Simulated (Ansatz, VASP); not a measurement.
# CdI2 in VASP and in Ansatz

Contents of INCAR:

```
ALGO = Normal
EDIFF = 1E-6
ENCUT = 500
GGA = CA
GGA_COMPAT = F
ISIF = 2
ISMEAR = 0
LASPH = T
LCHARG = T
LELF = T
LREAL = F
LVHAR = T
LWAVE = F
NBANDS = 20
NELM = 120
PREC = Accurate
SIGMA = 0.01
```

The input KPOINTS:

```
k-points
0
Gamma
  6 6 4
```

Contents of POSCAR:

```
CdI2
1.0
    4.2483568949      0.0000000000      0.0000000000
   -2.1241784475      3.6791849954      0.0000000000
    0.0000000000      0.0000000000      6.8844151973
Cd I
1 2
Direct
    0.0000000000      0.0000000000      0.0000000000
    0.3333333333      0.6666666667      0.2495592320
    0.6666666667      0.3333333333      0.7504407680
```

Input for Ansatz:

```yaml
crystal:
  lattice:
    - [4.2483568949, 0.0, 0.0]
    - [-2.1241784475, 3.6791849954, 0.0]
    - [0.0, 0.0, 6.8844151973]
  atoms:
    - { symbol: Cd, position: [0.0, 0.0, 0.0] }
    - { symbol: I, position: [0.3333333333, 0.6666666667, 0.249559232] }
    - { symbol: I, position: [0.6666666667, 0.3333333333, 0.750440768] }
kpoints:
  mp_grid: { grid: [6, 6, 4] }
hamiltonian:
  xc: lda
scf:
  occupations: { method: fixed }
  n_extra_bands: 4
output:
  forces: true
  stress: true
  eigenvalues: true
```

Alike in both runs: task single point; functional LDA; k mesh 6 × 6 × 4; no spin polarisation.

```csv
,VASP,Ansatz
version,VASP 6.6.1,Ansatz 0.2.0
potentials or method,"VASP PAW LDA potentials, release 64 (Cd, I)",plane waves
plane-wave cutoff (eV),500,420
occupations,"gaussian, width 0.01 eV",fixed
valence electrons in the cell,26,54
```

|  | VASP | Ansatz | Ansatz less VASP |
| --- | --- | --- | --- |
| gap on the k mesh at the Fermi level (eV) | 2.20 | 2.19 | -0.011 |
| pressure (GPa) | -1.9 | -2.0 | -0.15 |
| rms of the force components (eV/Å) | 0.114 | 0.129 | +0.0148 |

LDA's correlation is that of Perdew and Zunger in VASP and of Perdew and Wang (1992) in Ansatz. Atom by atom the forces differ by 0.015 eV/Å (rms over components). VASP's potentials hold 26 valence electrons a cell and Ansatz's 54, so a difference there can come from the potentials and not from the codes.

Spin-orbit coupling is off throughout.
